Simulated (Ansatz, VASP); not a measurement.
## Two plane-wave programs on AgI

```
Ag I
1.0
     4.65074    0.00000    0.00000
    -2.32537    4.02766    0.00000
     0.00000    0.00000    7.59972
Ag I
2 2
Direct
  0.66667 0.33333 0.62752
  0.33333 0.66667 0.12752
  0.66667 0.33333 0.00248
  0.33333 0.66667 0.50248
```

Alike in both runs: task single point; functional PBE; k mesh 6 × 6 × 2; no spin polarisation.

```csv
,VASP,Ansatz
version,VASP 6.6.1,Ansatz 0.2.0
potentials or method,"VASP PAW PBE potentials, release 64 (Ag, I)","plane waves, PAW"
plane-wave cutoff (eV),500,420
occupations,"gaussian, width 0.01 eV",fixed
valence electrons in the cell,36,72
```

|  | VASP | Ansatz | Ansatz less VASP |
| --- | --- | --- | --- |
| gap on the k mesh at the Fermi level (eV) | 1.37 | 1.37 | -0.002 |
| pressure (GPa) | 0.6 | 0.6 | +0.06 |

VASP's potentials hold 36 valence electrons a cell and Ansatz's 72, so a difference there can come from the potentials and not from the codes.

Spin-orbit coupling is off throughout.
